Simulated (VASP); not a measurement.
# Ti (Pm-3m) in VASP: further runs, part 2 of 2

VASP 6.6.1.

### 3 Single point, LDA (volume scaled by 1.04)

File INCAR:

```
PREC     = Accurate       # precision mode
ENCUT    = 520            # plane-wave cutoff, eV
EDIFF    = 1E-6           # SCF threshold, eV
ISMEAR   = -1             # smearing method
SIGMA    = 0.1            # smearing width, eV
LREAL    = F              # projectors in reciprocal space
LASPH    = T              # aspherical terms in the spheres
NELM     = 80             # most SCF steps
ALGO     = Normal         # electronic algorithm
ISIF     = 2              # what is computed and relaxed
LWAVE    = F              # write WAVECAR
LCHARG   = F              # write CHGCAR
GGA      = CA             # functional
NBANDS   = 12             # bands
```

File KPOINTS:

```
Automatic mesh
0
Gamma
  14 14 14
```

File POSCAR:

```
Ti
1.0
    2.5899524139      0.0000000000      0.0000000000
    0.0000000000      2.5899524139      0.0000000000
    0.0000000000      0.0000000000      2.5899524139
Ti
1
Direct
    0.0000000000      0.0000000000      0.0000000000
```

Potentials or basis: VASP PAW LDA potentials, release 64 (Ti_sv).

Started as:

```console
$ cat potpaw_LDA.64/Ti_sv/POTCAR > POTCAR
$ mpirun -np 1 vasp_std > vasp.out
```

OUTCAR:

```text
PREC = Accurate
   ENCUT = 520
   EDIFF = 1E-6
   ISMEAR = -1
   LREAL = F
   LASPH = T
   NELM = 80
   ISIF = 2
   GGA = CA

 ion  position               nearest neighbor table
   1  0.000  0.000  0.000-

  LATTYP: Found a simple cubic cell.
 ALAT       =     2.5899524139

  Lattice vectors:

 A1 = (   2.5899524139,   0.0000000000,   0.0000000000)
 A2 = (   0.0000000000,   2.5899524139,   0.0000000000)
 A3 = (   0.0000000000,   0.0000000000,   2.5899524139)

[... 536 lines left out ...]
     11      17.0392      0.00000
     12      22.3857      0.00000

 [... further k-points ...]

------------------------ aborting loop because EDIFF is reached ----------------------------------------

  FORCE on cell =-STRESS in cart. coord.  units (eV):
  Direction    XX          YY          ZZ          XY          YZ          ZX
  --------------------------------------------------------------------------------------
  -------------------------------------------------------------------------------------
  Total       -0.3801158     -0.3801158     -0.3801158      0.0000000      0.0000000     -0.0000000
  in kB      -35.0550931    -35.0550931    -35.0550931      0.0000000      0.0000000     -0.0000000
  external PRESSURE =     -35.0550931 kB  Pullay stress =       0.0000000 kB

 VOLUME and BASIS-vectors are now :
 -----------------------------------------------------------------------------
  energy-cutoff  :      520.00
  volume of cell :       17.37
      direct lattice vectors                 reciprocal lattice vectors
     2.589952414  0.000000000  0.000000000     0.386107480  0.000000000  0.000000000
     0.000000000  2.589952414  0.000000000     0.000000000  0.386107480  0.000000000
     0.000000000  0.000000000  2.589952414     0.000000000  0.000000000  0.386107480

 POSITION                                       TOTAL-FORCE (eV/Angst)
 -----------------------------------------------------------------------------------
      0.00000      0.00000      0.00000         0.000000      0.000000      0.000000
 -----------------------------------------------------------------------------------
    total drift:                               -0.000000     -0.000000     -0.000000

  FREE ENERGIE OF THE ION-ELECTRON SYSTEM (eV)
  ---------------------------------------------------
  free  energy   TOTEN  =        -7.7865900748 eV

  energy  without entropy=       -7.7180168111  energy(sigma->0) =       -7.75230344
```

stdout:

```text
POSCAR found type information on POSCAR Ti
 POSCAR found :  1 types and       1 ions
 scaLAPACK will be used
 LDA part: xc-table for (Slater(with rela. corr.)+CA(PZ))
 , standard interpolation
 POSCAR, INCAR and KPOINTS ok, starting setup
 FFT: planning ... GRIDC
 FFT: planning ... GRID_SOFT
 FFT: planning ... GRID
 WAVECAR not read
 entering main loop
```

Wall time 12 s (1 thread of AMD EPYC 7R13 (Zen 3), shared host); peak memory 0.1 GiB.

Results:

| Item | Value |
| --- | --- |
| Free energy | -7.7866 eV |
| Pressure | -3.5 GPa |
| Band gap on the k mesh | zero (band 6 reaches 8.57 eV, above the bottom of band 7 at 6.46 eV) |

### 4 Single point, LDA (volume scaled by 1.08)

File INCAR:

```
SYSTEM = Ti
PREC = Accurate
ENCUT = 520
EDIFF = 1E-7
ISMEAR = -1
SIGMA = 0.1
LREAL = .FALSE.
LASPH = .TRUE.
NELM = 80
ALGO = Normal
ISIF = 2
LWAVE = .FALSE.
LCHARG = .FALSE.
NBANDS = 12
```

File KPOINTS:

```
regular mesh
0
G
  14 14 14
  0 0 0
```

File POSCAR:

```
Ti
1.0
    2.6227401023      0.0000000000      0.0000000000
    0.0000000000      2.6227401023      0.0000000000
    0.0000000000      0.0000000000      2.6227401023
Ti
1
Direct
    0.0000000000      0.0000000000      0.0000000000
```

Started as:

```console
$ cat potpaw_LDA.64/Ti_sv/POTCAR > POTCAR
$ mpirun -np 1 vasp_std > vasp.out
```

Wall time 13 s (1 thread of AMD EPYC 7R13 (Zen 3), shared host); peak memory 0.1 GiB.

Results (log left out):

```yaml
Free_energy: -7.7661 eV
Pressure: -6.3 GPa
Band_gap_on_the_k_mesh: zero (band 6 reaches 8.13 eV, above the bottom of band 7 at 6.15 eV)
```

Levels at points of the mesh, in eV from the Fermi level:
| k point | band 3 | band 4 | band 5 | band 6 | band 7 | band 8 | band 9 | band 10 |
| --- | --- | --- | --- | --- | --- | --- | --- | --- |
| (0.00, 0.00, 0.00) | -31.98 | -31.98 | -5.66 | -1.33 | -1.33 | 3.96 | 3.96 | 3.96 |
| (0.50, 0.00, 0.00) | -31.89 | -31.89 | -1.84 | -0.60 | -0.07 | 2.05 | 2.05 | 4.14 |
| (0.50, 0.50, 0.00) | -32.77 | -31.81 | -2.74 | -0.12 | 2.47 | 2.47 | 5.18 | 5.35 |
| (0.50, 0.50, 0.50) | -32.65 | -32.65 | -1.23 | -1.23 | -1.23 | 5.28 | 5.28 | 9.21 |

### 5 Single point, LDA (volume scaled by 1.12)

File INCAR:

```
SYSTEM = Ti
PREC     = Accurate       ! precision mode
ENCUT    = 520            ! plane-wave cutoff, eV
EDIFF    = 1E-7           ! SCF threshold, eV
ISMEAR   = -1             ! smearing method
SIGMA    = 0.1            ! smearing width, eV
LREAL    = .FALSE.        ! projectors in reciprocal space
LASPH    = .TRUE.         ! aspherical terms in the spheres
NELM     = 60             ! most SCF steps
ALGO     = Normal         ! electronic algorithm
ISIF     = 2              ! what is computed and relaxed
LWAVE    = .FALSE.        ! write WAVECAR
LCHARG   = .FALSE.        ! write CHGCAR
GGA      = CA             ! functional
NBANDS   = 12             ! bands
```

KPOINTS is that of step 4.

File POSCAR:

```
Ti
1.0
    2.6547278903      0.0000000000      0.0000000000
    0.0000000000      2.6547278903      0.0000000000
    0.0000000000      0.0000000000      2.6547278903
Ti
1
Direct
    0.0000000000      0.0000000000      0.0000000000
```

Started as:

```console
$ cat potpaw_LDA.64/Ti_sv/POTCAR > POTCAR
$ mpirun -np 1 vasp_std > vasp.out
```

Run time: 13 s. Hardware: 1 thread of AMD EPYC 7R13 (Zen 3), shared host; peak memory 0.1 GiB.

It converged, with:

- Free energy: -7.7350 eV
- Pressure: -8.7 GPa
- Band gap on the k mesh: zero (band 6 reaches 7.72 eV, above the bottom of band 7 at 5.86 eV)

Levels at points of the mesh, in eV from the Fermi level:
| k point | band 2 | band 3 | band 4 | band 5 | band 6 | band 7 | band 8 | band 9 | band 10 | band 11 |
| --- | --- | --- | --- | --- | --- | --- | --- | --- | --- | --- |
| (0.00, 0.00, 0.00) | -32.07 | -32.07 | -32.07 | -5.59 | -1.25 | -1.25 | 3.80 | 3.80 | 3.80 | 15.49 |
| (0.50, 0.00, 0.00) | -32.91 | -31.99 | -31.99 | -1.84 | -0.56 | -0.11 | 1.98 | 1.98 | 3.96 | 7.11 |
| (0.50, 0.50, 0.00) | -32.79 | -32.79 | -31.92 | -2.59 | -0.13 | 2.38 | 2.38 | 4.96 | 5.13 | 5.13 |
| (0.50, 0.50, 0.50) | -32.68 | -32.68 | -32.68 | -1.15 | -1.15 | -1.15 | 5.06 | 5.06 | 9.16 | 11.12 |

### 6 Overview

```tsv
cell	gap on the mesh (eV)	pressure (GPa)
a = 2.556 Å, 1 atom	none	-0.1
a = 2.590 Å, 1 atom	none	-3.5
a = 2.623 Å, 1 atom	none	-6.3
a = 2.655 Å, 1 atom	none	-8.7
```

Alike in all rows: task single point; level LDA; potentials or basis VASP PAW LDA potentials, release 64 (Ti_sv); no spin polarisation; k mesh 14 × 14 × 14; cutoff (eV) 520; smearing fermi-dirac 0.1 eV.

Total energies depend on the potentials used, so only differences within one code and one set of settings carry meaning.
